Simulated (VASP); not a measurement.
# GaAs (zincblende type) (F-43m) in VASP: notebook, part 2 of 2

VASP 6.6.1. Earlier steps stand in the parts before.

## (5) Single point, LDA (17.59 Å³/atom)

This run uses another cell than the first one, of 17.59 Å³/atom.

INCAR

```
PREC = Accurate
ENCUT = 520
EDIFF = 1E-6
ISMEAR = -1
SIGMA = 0.08
LREAL = F
LASPH = T
NELM = 60
ALGO = Normal
ISIF = 2
LWAVE = F
LCHARG = T
LELF = T
LVHAR = T
NBANDS = 16
```

KPOINTS

```
regular mesh
0
Gamma
  13 13 13
```

POSCAR

```
GaAs
1.0
    0.0000000000      2.6009003889      2.6009003889
    2.6009003889      0.0000000000      2.6009003889
    2.6009003889      2.6009003889      0.0000000000
Ga As
1 1
Direct
    0.0000000000      0.0000000000      0.0000000000
    0.2500000000      0.2500000000      0.2500000000
```

Potentials or basis: VASP PAW LDA potentials, release 64 (Ga_d, As).

Started as:

```
> cat potpaw_LDA.64/Ga_d/POTCAR potpaw_LDA.64/As/POTCAR > POTCAR
> mpirun -np 1 vasp_std > vasp.out
```

OUTCAR:

```text
PREC = Accurate
   ENCUT = 520
   EDIFF = 1E-6
   ISMEAR = -1
   LREAL = F
   LASPH = T
   NELM = 60
   ISIF = 2

 ion  position               nearest neighbor table
   1  0.000  0.000  0.000-   2 2.25   2 2.25   2 2.25   2 2.25
   2  0.250  0.250  0.250-   1 2.25   1 2.25   1 2.25   1 2.25

  LATTYP: Found a face centered cubic cell.
 ALAT       =     5.2018007778

  Lattice vectors:

 A1 = (   0.0000000000,   2.6009003889,   2.6009003889)
 A2 = (   2.6009003889,   0.0000000000,   2.6009003889)
 A3 = (   2.6009003889,   2.6009003889,   0.0000000000)

Analysis of symmetry for initial positions (statically):
=====================================================================
 Subroutine PRICEL returns:
 Original cell was already a primitive cell.

 Routine SETGRP: Setting up the symmetry group for a
 face centered cubic supercell.

 Subroutine GETGRP returns: Found 24 space group operations
 (whereof 24 operations were pure point group operations)
 out of a pool of 48 trial point group operations.

The static configuration has the point symmetry T_d .

Analysis of symmetry for dynamics (positions and initial velocities):
=====================================================================
 Subroutine PRICEL returns:
 Original cell was already a primitive cell.

 Routine SETGRP: Setting up the symmetry group for a
 face centered cubic supercell.

 Subroutine GETGRP returns: Found 24 space group operations
 (whereof 24 operations were pure point group operations)
 out of a pool of 48 trial point group operations.

The dynamic configuration has the point symmetry T_d .

 Subroutine INISYM returns: Found 24 space group operations
 (whereof 24 operations are pure point group operations),
 and found     1 'primitive' translations

----------------------------------------------------------------------------------------

                                     Primitive cell

  volume of cell :      35.1885

  direct lattice vectors                    reciprocal lattice vectors
     0.000000000  2.600900389  2.600900389    -0.192241119  0.192241119  0.192241119
     2.600900389  0.000000000  2.600900389     0.192241119 -0.192241119  0.192241119
     2.600900389  2.600900389  0.000000000     0.192241119  0.192241119 -0.192241119

  length of vectors
     3.678228604  3.678228604  3.678228604     0.332971385  0.332971385  0.332971385

  position of ions in fractional coordinates (direct lattice)
     0.000000000  0.000000000  0.000000000
     0.250000000  0.250000000  0.250000000

  ion indices of the primitive-cell ions
   primitive index   ion index
                 1           1
                 2           2

----------------------------------------------------------------------------------------

 KPOINTS: regular mesh

Automatic generation of k-mesh.
 Grid dimensions read from file:
 generate k-points for:   13   13   13

 Generating k-lattice:

  Cartesian coordinates                     Fractional coordinates (reciprocal lattice)
    -0.014787778  0.014787778  0.014787778     0.076923077  0.000000000  0.000000000
     0.014787778 -0.014787778  0.014787778     0.000000000  0.076923077  0.000000000
     0.014787778  0.014787778 -0.014787778     0.000000000  0.000000000  0.076923077

  Length of vectors
     0.025613183  0.025613183  0.025613183

  Shift w.r.t. Gamma in fractional coordinates (k-lattice)
     0.000000000  0.000000000  0.000000000

 Subroutine IBZKPT returns following result:
 ===========================================

 Found     84 irreducible k-points:

 Following reciprocal coordinates:
            Coordinates               Weight
  0.000000  0.000000  0.000000      1.000000
  0.076923  0.000000  0.000000      8.000000
  0.153846  0.000000  0.000000      8.000000
  0.230769  0.000000  0.000000      8.000000
  0.307692  0.000000  0.000000      8.000000
  0.384615  0.000000  0.000000      8.000000
[... 16 lines left out ...]
  0.384615  0.153846  0.000000     24.000000
  0.461538  0.153846  0.000000     24.000000
 [... further k-points ...]
   k-points           NKPTS =     84   k-points in BZ     NKDIM =     84   number of bands    NBANDS=     16
   number of dos      NEDOS =    301   number of ions     NIONS =      2
   total plane-waves  NPLWV =  21952
   dimension x,y,z NGX =    28 NGY =   28 NGZ =   28
   dimension x,y,z NGXF=    56 NGYF=   56 NGZF=   56
   ions per type =               1   1
   NGX,Y,Z   is equivalent  to a cutoff of  12.66, 12.66, 12.66 a.u.
   NGXF,Y,Z  is equivalent  to a cutoff of  25.31, 25.31, 25.31 a.u.
 SYSTEM =  unknown system
   PREC   = accura    normal or accurate (medium, high low for compatibility)
   ISTART =      0    job   : 0-new  1-cont  2-samecut
   ICHARG =      2    charge: 1-file 2-atom 10-const
   ISPIN  =      1    spin polarized calculation?
   LNONCOLLINEAR =      F non collinear calculations
   LSORBIT =      F    spin-orbit coupling
   LASPH  =      T    aspherical Exc in radial PAW
   ENCUT  =  520.0 eV  38.22 Ry    6.18 a.u.   6.84  6.84  6.84*2*pi/ulx,y,z
   NELM   =     60;   NELMIN=  2; NELMDL= -5     # of ELM steps
   EDIFF  = 0.1E-05   stopping-criterion for ELM
   LREAL  =      F    real-space projection
   EDIFFG = 0.1E-04   stopping-criterion for IOM
   NSW    =      0    number of steps for IOM
   IBRION =     -1    ionic relax: 0-MD 1-quasi-New 2-CG
   NFREE  =      0    steps in history (QN), initial steepest desc. (CG)
   ISIF   =      2    stress and relaxation
   ISYM   =      2    0-nonsym 1-usesym 2-fastsym
   POTIM  = 0.5000    time-step for ionic-motion
   TEBEG  =    0.0;   TEEND  =   0.0 temperature during run
   PSTRESS=    0.0 pullay stress
   NELECT =      18.0000    total number of electrons
   NUPDOWN=      -1.0000    fix difference up-down
   EMIN   =  10.00;   EMAX   =-10.00  energy-range for DOS
   EFERMI =   0.00;   METHOD = LEGACY
   ISMEAR =    -1;   SIGMA  =   0.08  broadening in eV -4-tet -1-fermi 0-gaus
   EFERMI_NEDOS =   21; number of points for ismear=-14 and -15
   IALGO  =     38    algorithm
   IMIX   =      4    mixing-type and parameters
     AMIX     =   0.40;   BMIX     =  1.00
     AMIX_MAG =   1.60;   BMIX_MAG =  1.00
  volume/ion in A,a.u.               =      17.59       118.73
  Fermi-wavevector in a.u.,A,eV,Ry     =   1.309278  2.474177 23.323236  1.714209
  Thomas-Fermi vector in A             =   2.439888
   LORBIT       =      0    0 simple, 1 ext, 2 COOP (PROOUT), +10 PAW based schemes
   GGA     = CA    functional components
   LHFCALC =     F    Hartree Fock is set to
   AEXX    =    0.0000 exact exchange contribution
   IVDW    =     0    specifies the selected vdW correction
   LEPSILON=     F    determine dielectric tensor
   LRPA    =     F    only Hartree local field effects (RPA)
 non-spin polarized calculation
  energy-cutoff  :      520.00
  volume of cell :       35.19
 maximum number of plane-waves:       958
   NGX = 13   NGY = 13   NGZ = 13

 number of electron      18.0000015 magnetization

 Free energy of the ion-electron system (eV)
  ---------------------------------------------------
  ext. energy  EPLUGINS =         0.00000000
  ---------------------------------------------------
  free energy    TOTEN  =        -8.99710159 eV

  energy without entropy =       -8.99703227  energy(sigma->0) =       -8.99706693

 E-fermi :   6.9361     XC(G=0): -11.0632

 val. band max:        6.5557298469   @ k =   0.0000   0.0000   0.0000
 cond. band min:       7.3336558609   @ k =   0.4615   0.4615   0.0000
 fundamental gap:      0.7779260141
 Fermi energy:         6.9360632780

 k-point     1 :       0.0000    0.0000    0.0000
  band No.  band energies     occupation
      1      -9.0802      2.00000
      2      -9.0802      2.00000
      3      -9.0802      2.00000
      4      -8.9183      2.00000
      5      -8.9183      2.00000
      6      -8.3241      2.00000
[... 8 lines left out ...]
     15      17.3614      0.00000
     16      17.3614      0.00000
[... 419 lines left out ...]
 k-point    24 :       0.4615    0.1538    0.0000
  band No.  band energies     occupation
      1      -9.2801      2.00000
      2      -9.0333      2.00000
      3      -9.0234      2.00000
      4      -8.9306      2.00000
      5      -8.9064      2.00000
      6      -5.7496      2.00000
[... 8 lines left out ...]
     15      19.5887      0.00000
     16      19.9558      0.00000

 [... further k-points ...]

------------------------ aborting loop because EDIFF is reached ----------------------------------------

  FORCE on cell =-STRESS in cart. coord.  units (eV):
  Direction    XX          YY          ZZ          XY          YZ          ZX
  --------------------------------------------------------------------------------------
  -------------------------------------------------------------------------------------
  Total        6.2260947      6.2260947      6.2260947      0.0000000     -0.0000000      0.0000000
  in kB      283.4817807    283.4817807    283.4817807      0.0000000     -0.0000000      0.0000000
  external PRESSURE =     283.4817807 kB  Pullay stress =       0.0000000 kB

 VOLUME and BASIS-vectors are now :
 -----------------------------------------------------------------------------
  energy-cutoff  :      520.00
  volume of cell :       35.19
      direct lattice vectors                 reciprocal lattice vectors
     0.000000000  2.600900389  2.600900389    -0.192241119  0.192241119  0.192241119
     2.600900389  0.000000000  2.600900389     0.192241119 -0.192241119  0.192241119
     2.600900389  2.600900389  0.000000000     0.192241119  0.192241119 -0.192241119

 POSITION                                       TOTAL-FORCE (eV/Angst)
 -----------------------------------------------------------------------------------
      0.00000      0.00000      0.00000        -0.000000     -0.000000     -0.000000
      1.30045      1.30045      1.30045         0.000000      0.000000      0.000000
 -----------------------------------------------------------------------------------
    total drift:                                0.000002      0.000002      0.000001

  FREE ENERGIE OF THE ION-ELECTRON SYSTEM (eV)
  ---------------------------------------------------
  free  energy   TOTEN  =        -8.9971015905 eV

  energy  without entropy=       -8.9970322709  energy(sigma->0) =       -8.99706693
```

stdout:

```text
POSCAR found type information on POSCAR GaAs
 POSCAR found :  2 types and       2 ions
 scaLAPACK will be used
 LDA part: xc-table for (Slater(with rela. corr.)+CA(PZ))
 , standard interpolation
 POSCAR, INCAR and KPOINTS ok, starting setup
 FFT: planning ... GRIDC
 FFT: planning ... GRID_SOFT
 FFT: planning ... GRID
 WAVECAR not read
 entering main loop
```

Wall time 72 s (1 thread of Intel Xeon 8259CL, shared host); peak memory 0.18 GiB.

What came out:

| Property | Result |
| --- | --- |
| Free energy | -8.9971 eV |
| Pressure | 28.3 GPa |
| Band gap on the k mesh | 0.78 eV (least direct gap 2.35 eV) |

Caveat: the cell stands under pressure; an odd mesh through Γ misses points on the zone boundary, where band edges can lie.

## (6) Summary

| cell | gap on the mesh (eV) | pressure (GPa) |
| --- | --- | --- |
| a = 3.415 Å, angles 60.0°, 2 atoms | 0.07 | 91.8 |
| a = 3.551 Å, angles 60.0°, 2 atoms | 0.47 | 52.4 |
| a = 3.678 Å, angles 60.0°, 2 atoms | 0.78 | 28.3 |

Alike in all rows: task single point; level LDA; potentials or basis VASP PAW LDA potentials, release 64 (Ga_d, As); no spin polarisation; k mesh 13 × 13 × 13; cutoff (eV) 520; smearing fermi-dirac 0.08 eV.

Caveats: the cell stands under pressure; an odd mesh through Γ misses points on the zone boundary, where band edges can lie.

Absolute energies hang on the potentials; compare differences alone.
